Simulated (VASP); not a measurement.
# HgTe in VASP: notebook, part 3 of 3

VASP 6.6.1. Earlier steps stand in the parts before.

### Step 4. Single point, PBEsol (biaxial strain in the a-b plane: -2.0 %, then relaxed in part)

Contents of INCAR:

```
SYSTEM = HgTe
  PREC = Accurate
  ENCUT = 500
  EDIFF = 1E-6
  ISMEAR = 0
  SIGMA = 0.1
  LREAL = .False.
  LASPH = .True.
  NELM = 120
  ALGO = Normal
  ISIF = 2
  LWAVE = .False.
  LCHARG = .True.
  GGA = PS
  LELF = .True.
  LVHAR = .True.
  NBANDS = 26
  GGA_COMPAT = .False.
```

Contents of KPOINTS:

```
regular mesh
0
Gamma
  12 12 8
  0 0 0
```

Contents of POSCAR:

```
HgTe
1.0
    3.1905269205      3.1905269205      0.0000000000
   -3.1905269205      3.1905269205      0.0000000000
    0.0000000000      0.0000000000      6.6865251488
Hg Te
2 2
Direct
    0.0000000000      0.0000000000      0.0000000000
    0.5000000000      0.5000000000      0.5000000000
    0.5000000000      0.0000000000      0.7500000000
    0.0000000000      0.5000000000      0.2500000000
```

Potentials or basis: VASP PAW PBE potentials, release 64 (Hg, Te).

Launch:

```sh
$ cat potpaw_PBE.64/Hg/POTCAR potpaw_PBE.64/Te/POTCAR > POTCAR
$ mpirun -np 1 vasp_std > vasp.out
```

OUTCAR:

```text
SYSTEM = HgTe
   PREC = Accurate
   ENCUT = 500
   EDIFF = 1E-6
   ISMEAR = 0
   LREAL = .False.
   LASPH = .True.
   NELM = 120
   ISIF = 2
   GGA = PS

 ion  position               nearest neighbor table
   1  0.000  0.000  0.000-   3 2.81   4 2.81   4 2.81   3 2.81
   2  0.500  0.500  0.500-   3 2.81   4 2.81   3 2.81   4 2.81
   3  0.500  0.000  0.750-   1 2.81   2 2.81   2 2.81   1 2.81
   4  0.000  0.500  0.250-   1 2.81   2 2.81   1 2.81   2 2.81

  LATTYP: Found a simple tetragonal cell.
 ALAT       =     4.5120864421
 C/A-ratio  =     1.4819142396

  Lattice vectors:

 A1 = (   3.1905269205,   3.1905269205,   0.0000000000)
 A2 = (  -3.1905269205,   3.1905269205,   0.0000000000)
 A3 = (   0.0000000000,   0.0000000000,   6.6865251488)

Analysis of symmetry for initial positions (statically):
=====================================================================
 Subroutine PRICEL returns following result:

  LATTYP: Found a body centered tetragonal cell.
 ALAT       =     4.5120864421
 C/A-ratio  =     1.4819142396

  Lattice vectors:

 A1 = (   3.1905269205,   0.0000000000,  -3.3432625744)
 A2 = (  -3.1905269205,   0.0000000000,  -3.3432625744)
 A3 = (   0.0000000000,   3.1905269205,   3.3432625744)

   2 primitive cells build up your supercell.

 Routine SETGRP: Setting up the symmetry group for a
 simple tetragonal supercell.

 Subroutine GETGRP returns: Found  8 space group operations
 (whereof  8 operations were pure point group operations)
 out of a pool of 16 trial point group operations.

The static configuration has the point symmetry D_2d.

Analysis of symmetry for dynamics (positions and initial velocities):
=====================================================================
 Subroutine PRICEL returns following result:

  LATTYP: Found a body centered tetragonal cell.
 ALAT       =     4.5120864421
 C/A-ratio  =     1.4819142396

  Lattice vectors:

 A1 = (   3.1905269205,   0.0000000000,  -3.3432625744)
 A2 = (  -3.1905269205,   0.0000000000,  -3.3432625744)
 A3 = (   0.0000000000,   3.1905269205,   3.3432625744)

   2 primitive cells build up your supercell.

 Routine SETGRP: Setting up the symmetry group for a
 simple tetragonal supercell.

 Subroutine GETGRP returns: Found  8 space group operations
 (whereof  8 operations were pure point group operations)
 out of a pool of 16 trial point group operations.

The dynamic configuration has the point symmetry D_2d.

 Subroutine INISYM returns: Found  8 space group operations
 (whereof  8 operations are pure point group operations),
 and found     2 'primitive' translations

----------------------------------------------------------------------------------------

                                     Primitive cell

  volume of cell :      68.0652

  direct lattice vectors                    reciprocal lattice vectors
     3.190526920  0.000000000 -3.343262574     0.156713926  0.156713926 -0.149554511
    -3.190526920  0.000000000 -3.343262574    -0.156713926  0.156713926 -0.149554511
     0.000000000  3.190526920  3.343262574     0.000000000  0.313427852  0.000000000

  length of vectors
     4.621349010  4.621349010  4.621349010     0.267366903  0.267366903  0.313427852

  position of ions in fractional coordinates (direct lattice)
     0.000000000  0.000000000  0.000000000
     0.750000000  0.250000000  0.500000000

  ion indices of the primitive-cell ions
   primitive index   ion index
                 1           1
                 2           3

----------------------------------------------------------------------------------------

 KPOINTS: regular mesh

Automatic generation of k-mesh.
 Grid dimensions read from file:
 generate k-points for:   12   12    8

 Generating k-lattice:

  Cartesian coordinates                     Fractional coordinates (reciprocal lattice)
     0.013059494  0.013059494  0.000000000     0.083333333  0.000000000  0.000000000
    -0.013059494  0.013059494  0.000000000     0.000000000  0.083333333  0.000000000
     0.000000000  0.000000000  0.018694314     0.000000000  0.000000000  0.125000000

  Length of vectors
     0.018468913  0.018468913  0.018694314

  Shift w.r.t. Gamma in fractional coordinates (k-lattice)
     0.000000000  0.000000000  0.000000000

 Subroutine IBZKPT returns following result:
 ===========================================

 Found    140 irreducible k-points:

 Following reciprocal coordinates:
            Coordinates               Weight
  0.000000  0.000000  0.000000      1.000000
  0.083333  0.000000  0.000000      4.000000
  0.166667  0.000000  0.000000      4.000000
  0.250000  0.000000  0.000000      4.000000
  0.333333  0.000000  0.000000      4.000000
  0.416667  0.000000  0.000000      4.000000
[... 16 lines left out ...]
  0.333333  0.333333  0.000000      4.000000
  0.416667  0.333333  0.000000      8.000000
 [... further k-points ...]
   k-points           NKPTS =    140   k-points in BZ     NKDIM =    140   number of bands    NBANDS=     26
   number of dos      NEDOS =    301   number of ions     NIONS =      4
   total plane-waves  NPLWV =  64800
   dimension x,y,z NGX =    36 NGY =   36 NGZ =   50
   dimension x,y,z NGXF=    72 NGYF=   72 NGZF=  100
   ions per type =               2   2
   NGX,Y,Z   is equivalent  to a cutoff of  13.26, 13.26, 12.43 a.u.
   NGXF,Y,Z  is equivalent  to a cutoff of  26.53, 26.53, 24.86 a.u.
 SYSTEM =  HgTe
   PREC   = accura    normal or accurate (medium, high low for compatibility)
   ISTART =      0    job   : 0-new  1-cont  2-samecut
   ICHARG =      2    charge: 1-file 2-atom 10-const
   ISPIN  =      1    spin polarized calculation?
   LNONCOLLINEAR =      F non collinear calculations
   LSORBIT =      F    spin-orbit coupling
   LASPH  =      T    aspherical Exc in radial PAW
   ENCUT  =  500.0 eV  36.75 Ry    6.06 a.u.   8.23  8.23 12.19*2*pi/ulx,y,z
   NELM   =    120;   NELMIN=  2; NELMDL= -5     # of ELM steps
   EDIFF  = 0.1E-05   stopping-criterion for ELM
   LREAL  =      F    real-space projection
[... 7 lines left out ...]
   TEBEG  =    0.0;   TEEND  =   0.0 temperature during run
   PSTRESS=    0.0 pullay stress
   NELECT =      36.0000    total number of electrons
   NUPDOWN=      -1.0000    fix difference up-down
   EMIN   =  10.00;   EMAX   =-10.00  energy-range for DOS
   EFERMI =   0.00;   METHOD = LEGACY
   ISMEAR =     0;   SIGMA  =   0.10  broadening in eV -4-tet -1-fermi 0-gaus
   EFERMI_NEDOS =   21; number of points for ismear=-14 and -15
   IALGO  =     38    algorithm
   IMIX   =      4    mixing-type and parameters
     AMIX     =   0.40;   BMIX     =  1.00
     AMIX_MAG =   1.60;   BMIX_MAG =  1.00
  volume/ion in A,a.u.               =      34.03       229.66
  Fermi-wavevector in a.u.,A,eV,Ry     =   1.050809  1.985742 15.023555  1.104200
  Thomas-Fermi vector in A             =   2.185827
   LORBIT       =      0    0 simple, 1 ext, 2 COOP (PROOUT), +10 PAW based schemes
   GGA     = PS    functional components
   LHFCALC =     F    Hartree Fock is set to
   AEXX    =    0.0000 exact exchange contribution
   IVDW    =     0    specifies the selected vdW correction
   LEPSILON=     F    determine dielectric tensor
   LRPA    =     F    only Hartree local field effects (RPA)
 non-spin polarized calculation
 Gauss-broadening in eV      SIGMA  =   0.10
  energy-cutoff  :      500.00
  volume of cell :      136.13
 maximum number of plane-waves:      3476
 NGX is ok and might be reduce to    36
   NGX = 17   NGY = 17   NGZ = 25

 number of electron      36.0000006 magnetization

 Free energy of the ion-electron system (eV)
  ---------------------------------------------------
  ext. energy  EPLUGINS =         0.00000000
  ---------------------------------------------------
  free energy    TOTEN  =        -8.74003933 eV

  energy without entropy =       -8.73983509  energy(sigma->0) =       -8.73993721

 E-fermi :   2.9783     XC(G=0):  -8.9031

 val. band max:        2.9193390814   @ k =   0.0000   0.0000   0.0000
 cond. band min:       3.2310545180   @ k =   0.0833   0.0000   0.0000
 fundamental gap:      0.3117154366
 Fermi energy:         2.9782969664

 k-point     1 :       0.0000    0.0000    0.0000
  band No.  band energies     occupation
      1      -9.0953      2.00000
      2      -8.3452      2.00000
      3      -4.4352      2.00000
      4      -4.4230      2.00000
      5      -4.4230      2.00000
      6      -4.2466      2.00000
[... 18 lines left out ...]
     25       9.1797      0.00000
     26      10.7273      0.00000
[... 644 lines left out ...]
      4      -4.2428      2.00000
      5      -4.1801      2.00000
      6      -4.1220      2.00000
[... 18 lines left out ...]
     25      10.2524      0.00000
     26      10.5849      0.00000

 [... further k-points ...]
[... 5 lines left out ...]
  --------------------------------------------------------------------------------------
  -------------------------------------------------------------------------------------
  Total        0.7766047      0.7766047      0.0946447      0.0000000      0.0000000     -0.0000000
  in kB        9.1401913      9.1401913      1.1139142      0.0000000      0.0000000     -0.0000000
  external PRESSURE =       6.4647656 kB  Pullay stress =       0.0000000 kB

 VOLUME and BASIS-vectors are now :
 -----------------------------------------------------------------------------
  energy-cutoff  :      500.00
  volume of cell :      136.13
      direct lattice vectors                 reciprocal lattice vectors
     3.190526920  3.190526920  0.000000000     0.156713926  0.156713926  0.000000000
    -3.190526920  3.190526920  0.000000000    -0.156713926  0.156713926  0.000000000
     0.000000000  0.000000000  6.686525149     0.000000000  0.000000000  0.149554511

 POSITION                                       TOTAL-FORCE (eV/Angst)
 -----------------------------------------------------------------------------------
      0.00000      0.00000      0.00000         0.000000     -0.000000      0.000000
      0.00000      3.19053      3.34326         0.000000      0.000000     -0.000000
      1.59526      1.59526      5.01489        -0.000000      0.000000     -0.000000
     -1.59526      1.59526      1.67163        -0.000000      0.000000      0.000000
 -----------------------------------------------------------------------------------
    total drift:                               -0.000000      0.000000      0.000000

  FREE ENERGIE OF THE ION-ELECTRON SYSTEM (eV)
  ---------------------------------------------------
  free  energy   TOTEN  =        -8.7400393299 eV

  energy  without entropy=       -8.7398350907  energy(sigma->0) =       -8.73993721
```

stdout:

```text
POSCAR found type information on POSCAR HgTe
 POSCAR found :  2 types and       4 ions
 scaLAPACK will be used
 -----------------------------------------------------------------------------
|                                                                             |
|                                                                             |
|     You enforced a specific xc type in the INCAR file but a different       |
|     I HOPE YOU KNOW WHAT YOU ARE DOING!                                     |
|                                                                             |
 -----------------------------------------------------------------------------

 LDA part: xc-table for (Slater+PW92), standard interpolation
 POSCAR, INCAR and KPOINTS ok, starting setup
 FFT: planning ... GRIDC
 FFT: planning ... GRID_SOFT
 FFT: planning ... GRID
 WAVECAR not read
 entering main loop
```

It took 6.6 min on 1 thread of Intel Xeon Platinum 8488C (Sapphire Rapids), shared host; peak memory 0.53 GiB.

Results:

```yaml
Free_energy: -8.7400 eV
Pressure: 0.6 GPa
Band_gap_on_the_k_mesh: zero (filled and empty bands touch)
```

Caveat: the cell differs from its parent crystal (biaxial strain in the a-b plane: -2.0 %, then relaxed in part); semilocal functionals underestimate gaps, and a narrow one can read as zero; the PAW data sets were made with another functional, which shifts forces and pressure a little; spin-orbit coupling is left out, which moves the levels of the heavy elements.

### Step 5. Summary

| cell | k mesh | gap on the mesh (eV) | pressure (GPa) |
| --- | --- | --- | --- |
| a = 4.653 Å, angles 60.0°, 2 atoms, atomic positions A | 6 × 6 × 6 | none | -1.1 |
| a = 4.512, b = 4.512, c = 6.589 Å, 4 atoms, atomic positions B | 12 × 12 × 8 | none | 1.4 |
| a = 4.512, b = 4.512, c = 6.687 Å, 4 atoms, atomic positions B | 12 × 12 × 8 | none | 0.6 |

Alike in all rows: task single point; level PBEsol; potentials or basis VASP PAW PBE potentials, release 64 (Hg, Te); no spin polarisation; cutoff (eV) 500; smearing gaussian 0.1 eV.

Caveats: semilocal functionals underestimate gaps, and a narrow one can read as zero; the PAW data sets were made with another functional, which shifts forces and pressure a little; spin-orbit coupling is left out, which moves the levels of the heavy elements.

Total energies depend on the potentials used, so only differences within one code and one set of settings carry meaning.

The gap in the log of VASP goes by the Fermi energy; the results here count the filled bands.